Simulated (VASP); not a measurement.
A run of VASP 6.6.1 is set up as follows.

The input INCAR:

```
SYSTEM = NaTiBr3
PREC = Accurate
ENCUT = 520
EDIFF = 1E-6
ISMEAR = 0
SIGMA = 0.1
LREAL = .False.
LASPH = .True.
NELM = 150
ALGO = Normal
ISIF = 2
LWAVE = .False.
LCHARG = .False.
ISPIN = 2
MAGMOM = 0 1.2 0 0 0
LORBIT = 11
LMAXMIX = 4
GGA = PE
NBANDS = 32
```

Contents of KPOINTS:

```
Automatic mesh
0
Gamma
  4 4 4
  0 0 0
```

Contents of POSCAR:

```
NaTiBr3
1.0
    5.2882304286      0.0000000000      0.0000000000
    0.0000000000      5.2882304286      0.0000000000
    0.0000000000      0.0000000000      5.2882304286
Na Ti Br
1 1 3
Direct
    0.0000000000      0.0000000000      0.0000000000
    0.5000000000      0.5000000000      0.5000000000
    0.0000000000      0.5000000000      0.5000000000
    0.5000000000      0.0000000000      0.5000000000
    0.5000000000      0.5000000000      0.0000000000
```

Potentials or basis: VASP PAW PBE potentials, release 64 (Na_pv, Ti_sv, Br).

The run is started by

```sh
$ cat potpaw_PBE.64/Na_pv/POTCAR potpaw_PBE.64/Ti_sv/POTCAR potpaw_PBE.64/Br/POTCAR > POTCAR
$ mpirun -np 1 vasp_std > vasp.out
```

(1) What does it give for the net moment?

(2) Estimate the pressure.

Answers

(1) 2.00 μB per cell.

(2) 0.2 GPa.
